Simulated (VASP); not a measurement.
Here is a VASP 6.6.1 calculation.

Contents of INCAR:

```
SYSTEM = LaAg
PREC = Accurate ; ENCUT = 500
EDIFF = 1E-7 ; ISMEAR = 0
SIGMA = 0.05 ; LREAL = .FALSE.
LASPH = .TRUE. ; NELM = 200
ALGO = Normal ; ISIF = 3
LWAVE = .FALSE. ; LCHARG = .FALSE.
GGA = PS ; IBRION = 2
NSW = 80 ; EDIFFG = -0.02
GGA_COMPAT = .FALSE. ; NELMIN = 4
LMAXMIX = 6
```

KPOINTS

```
Automatic mesh
0
G
  5 5 5
  0 0 0
```

The input POSCAR:

```
LaAg
1.0
    3.7600000000      0.0000000000      0.0000000000
    0.0000000000      3.7600000000      0.0000000000
    0.0000000000      0.0000000000      3.7600000000
La Ag
1 1
Direct
    0.5000000000      0.5000000000      0.5000000000
    0.0000000000      0.0000000000      0.0000000000
```

Potentials or basis: VASP PAW PBE potentials, release 64 (La, Ag).

Command:

```console
$ cat potpaw_PBE.64/La/POTCAR potpaw_PBE.64/Ag/POTCAR > POTCAR
$ mpirun -np 1 vasp_std > vasp.out
```

Question: Predict the relaxed cell.

Answer: a = 3.752 Å, b = 3.752 Å, c = 3.752 Å, α = 90.00°, β = 90.00°, γ = 90.00°.

Question: Estimate the space group after relaxing (to 0.05 Å).

Answer: Pm-3m (No. 221).

Final structure:
```yaml
crystal:
  lattice:
    - [3.75241, 0.00000, 0.00000]
    - [0.00000, 3.75241, 0.00000]
    - [0.00000, 0.00000, 3.75241]
  atoms:
    - { symbol: La, position: [0.50000, 0.50000, 0.50000] }
    - { symbol: Ag, position: [0.00000, 0.00000, 0.00000] }
```
